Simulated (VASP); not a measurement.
Write the native input for VASP 6.6.1 that does the following.

```
Task                   : single point
Functional             : PBEsol
Potentials or basis    : VASP PAW PBE potentials, release 64 (K_sv, Cl)
Cutoff                 : 520 eV
k mesh                 : 7 × 7 × 7
Occupations            : fermi-dirac, width 0.02 eV
Spin                   : no spin polarisation
Dipole correction      : no
Further INCAR settings : ALGO = Normal; EDIFF = 1e-07; NBANDS = 15
```

The structure of KCl lies in POSCAR:

```
KCl
1.0
    3.6340000000      0.0000000000      0.0000000000
    0.0000000000      3.6340000000      0.0000000000
    0.0000000000      0.0000000000      3.5613200000
K Cl
1 1
Direct
    0.0000000000      0.0000000000      0.0000000000
    0.5000000000      0.5000000000      0.5000000000
```

This cell differs from its parent crystal: zz strain of -2 %.

The input as run:

INCAR

```
SYSTEM = KCl
ALGO = Normal
EDIFF = 1E-7
ENCUT = 520
GGA = PS
ISIF = 2
ISMEAR = -1
LASPH = .True.
LCHARG = .True.
LELF = .True.
LREAL = .False.
LVHAR = .True.
LWAVE = .False.
NBANDS = 15
NELM = 100
PREC = Accurate
SIGMA = 0.02
```

KPOINTS

```
k-points
0
Gamma
  7 7 7
  0 0 0
```

Potentials or basis: VASP PAW PBE potentials, release 64 (K_sv, Cl).

Launch:

```sh
$ cat potpaw_PBE.64/K_sv/POTCAR potpaw_PBE.64/Cl/POTCAR > POTCAR
$ mpirun -np 1 vasp_std > vasp.out
```

It gave:

| Property | Result |
| --- | --- |
| Pressure | 3.1 GPa |
| Band gap on the k mesh | 5.42 eV, indirect (least direct gap 5.61 eV) |

Caveat: the cell differs from its parent crystal (zz strain of -2 %); the PAW data sets were made with another functional, which shifts forces and pressure a little.

It took 14 s on 1 thread of Intel(R) Xeon(R) Platinum 8488C (Sapphire Rapids), with other jobs on the host, peak memory 0.17 GiB.
